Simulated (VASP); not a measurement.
MnO, 2 atoms in the cell. It takes space group Fm-3m (No. 225, cubic). Conventional cell: a = 4.424 Å, b = 4.424 Å, c = 4.424 Å, α = 90.00°, β = 90.00°, γ = 90.00°. Within 2.9 Å of Mn (site symmetry m-3m) lie 6 O at 2.21 Å. Within 2.9 Å of O (site symmetry m-3m) lie 6 Mn at 2.21 Å. 

- Program: VASP 6.6.1
- Task: single point
- Functional: revPBE
- Dispersion: D4
- Potentials or basis: VASP PAW PBE potentials, release 64 (Mn_pv, O)
- Cutoff: 520 eV
- k mesh: 10 × 10 × 10
- Occupations: fermi-dirac, width 0.05 eV
- Spin: collinear spin, ferromagnetic start
- Starting moments: [4.0, 0.0] μB
- Dipole correction: no
- Further INCAR settings: ALGO = Normal; EDIFF = 1e-07; NBANDS = 20

Potentials or basis: VASP PAW PBE potentials, release 64 (Mn_pv, O).

The run is started by

```sh
$ cat potpaw_PBE.64/Mn_pv/POTCAR potpaw_PBE.64/O/POTCAR > POTCAR
$ mpirun -np 1 vasp_std > vasp.out
```

Hardware: 1 thread of Intel(R) Xeon(R) Platinum 8488C (Sapphire Rapids), with other jobs on the host.

Estimate the wall time of this run.

Wall time 25 s on 1 thread of Intel(R) Xeon(R) Platinum 8488C (Sapphire Rapids), on a shared host, peak memory 0.16 GiB. Counts: scf iterations 15, k points 47.
